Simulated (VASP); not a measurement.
Wanted: the native input for a VASP 6.6.1 run.

```
Task                   : single point
Functional             : PBEsol
Potentials or basis    : VASP PAW PBE potentials, release 64 (Mn_sv, O)
Cutoff                 : 700 eV
k mesh                 : 8 × 6 × 4
Occupations            : fermi-dirac, width 0.05 eV
Spin                   : collinear spin, zero start
Starting moments       : [0.0, 0.0, 0.0, 0.0, 0.0, 0.0] μB
Fixed moment           : 0 μB
Dipole correction      : no
Further INCAR settings : ALGO = Normal; EDIFF = 1e-06; NBANDS = 40
```

The structure of MnO2 lies in POSCAR:

```
MnO2
1.0
    2.9041580000      0.0000000000      0.0000000000
    0.0000000000      3.8448100000      0.0000000000
    0.0000000000      0.0000000000      6.1642640000
Mn O
2 4
Direct
    0.5000000000      0.5000000000      0.3433015000
    0.0000000000      0.0000000000      0.6566985000
    0.5000000000      0.0000000000      0.8375675000
    0.0000000000      0.5000000000      0.1624325000
    0.5000000000      0.0000000000      0.4217995000
    0.0000000000      0.5000000000      0.5782005000
```

The input as run:

INCAR

```
  PREC = Accurate
  ENCUT = 700
  EDIFF = 1E-6
  ISMEAR = -1
  SIGMA = 0.05
  LREAL = False
  LASPH = True
  NELM = 200
  ALGO = Normal
  ISIF = 2
  LWAVE = False
  LCHARG = False
  ISPIN = 2
  MAGMOM = 0 0 0 0 0 0
  LORBIT = 11
  NUPDOWN = 0.0
  LMAXMIX = 4
  GGA = PS
  NBANDS = 40
  GGA_COMPAT = False
```

KPOINTS

```
Automatic mesh
0
Gamma
  8 6 4
```

Potentials or basis: VASP PAW PBE potentials, release 64 (Mn_sv, O).

Run with:

```bash
$ cat potpaw_PBE.64/Mn_sv/POTCAR potpaw_PBE.64/O/POTCAR > POTCAR
$ mpirun -np 1 vasp_std > vasp.out
```

It gave:

| Quantity | Value |
| --- | --- |
| Pressure | -23.1 GPa |
| Largest force | 3.257 eV/Å |
| Net moment | 0.00 μB per cell |
| Valence electrons inside the program's atomic spheres | Mn 12.80; O 4.87, 4.95 (each value once) |

Caveat: the stress differs along the axes, from -29 to -18 GPa; the PAW data sets were made with another functional, which shifts forces and pressure a little; the total moment is fixed, so each spin has its own Fermi level.

Wall time 15 min on 1 thread of AMD EPYC 7R43 64-Core Processor (Zen 3), on a shared host, peak memory 0.47 GiB.
